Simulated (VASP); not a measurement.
Rb4BaSe3:

```
Rb Ba Se
1.0
     5.23738    0.00000    0.00000
    -2.61869    4.53570    0.00000
     0.00000    0.00000   12.80460
Rb Ba Se
4 1 3
Cartesian
  0.0000 3.0238 0.0000
  2.6187 1.5119 0.0000
  0.0000 0.0000 2.8223
  0.0000 0.0000 9.9823
  0.0000 0.0000 0.0000
  2.6187 0.0000 6.4023
  -1.3093 2.2679 6.4023
  1.3093 2.2679 6.4023
```

The cell was generated, and may not be a known phase.

- Program: VASP 6.6.1
- Task: relaxation of cell and atoms
- Functional: PBE
- Potentials or basis: VASP PAW PBE potentials, release 64 (Rb_sv, Ba_sv, Se)
- Cutoff: 600 eV
- k mesh: 3 × 3 × 1
- Occupations: gaussian, width 0.15 eV
- Spin: no spin polarisation

At the start: pressure 9.3 GPa; volume 38.02 Å³/atom.

Q: Where does the relaxation end?

A: Over 19 steps the energy falls by 980.5 meV/atom and the volume is 63.50 Å³/atom (+67.0 %); space group P6/mmm (No. 191, to 0.1 Å) before and after.

The path:
```csv
step,energy change (eV),largest force (eV/Å),pressure (GPa),volume (Å³)
1,0.0000,3.4823,9.32,304.18
2,-3.7667,1.4826,1.50,412.22
3,-4.1942,1.2755,0.57,454.63
4,-4.5650,1.0748,-0.28,547.95
5,-4.5683,1.0596,-0.32,553.83
6,-4.7257,1.0277,-0.28,544.95
7,-5.1386,0.9461,-0.10,518.83
8,-5.6511,0.8018,0.63,468.80
9,-4.6540,0.1107,4.58,377.43
10,-5.6936,0.7450,1.01,451.49
11,-5.8066,0.7457,1.00,451.45
12,-6.1413,0.7351,0.97,451.22
13,-6.7678,0.6349,0.99,450.39
14,-7.4994,0.1880,1.37,447.12
15,-7.7698,0.0449,0.51,479.37
16,-7.8043,0.0907,-0.40,534.40
17,-7.8403,0.0493,-0.10,512.45
18,-7.8407,0.0436,-0.07,510.00
19,-7.8442,0.0198,-0.06,508.02
```

Final structure:
```cif
data_structure
_symmetry_space_group_name_H-M 'P 1'
_symmetry_Int_Tables_number 1
_cell_length_a 6.6225
_cell_length_b 6.6225
_cell_length_c 13.3755
_cell_angle_alpha 90.000
_cell_angle_beta 90.000
_cell_angle_gamma 120.000
_cell_volume 508.02
loop_
_atom_site_label
_atom_site_type_symbol
_atom_site_fract_x
_atom_site_fract_y
_atom_site_fract_z
_atom_site_occupancy
Rb1 Rb 0.33333 0.66667 0.00000 1
Rb2 Rb 0.66667 0.33333 0.00000 1
Rb3 Rb 0.00000 0.00000 0.37341 1
Rb4 Rb 0.00000 0.00000 0.62659 1
Ba1 Ba 0.00000 0.00000 0.00000 1
Se1 Se 0.50000 0.00000 0.50000 1
Se2 Se 0.00000 0.50000 0.50000 1
Se3 Se 0.50000 0.50000 0.50000 1
```

Caveat: the k points lie up to 0.47 Å⁻¹ apart in the final cell, too coarse for converged energies and pressures of a metal; the volume moved by over 15 % at a fixed basis, so the end points are rough.
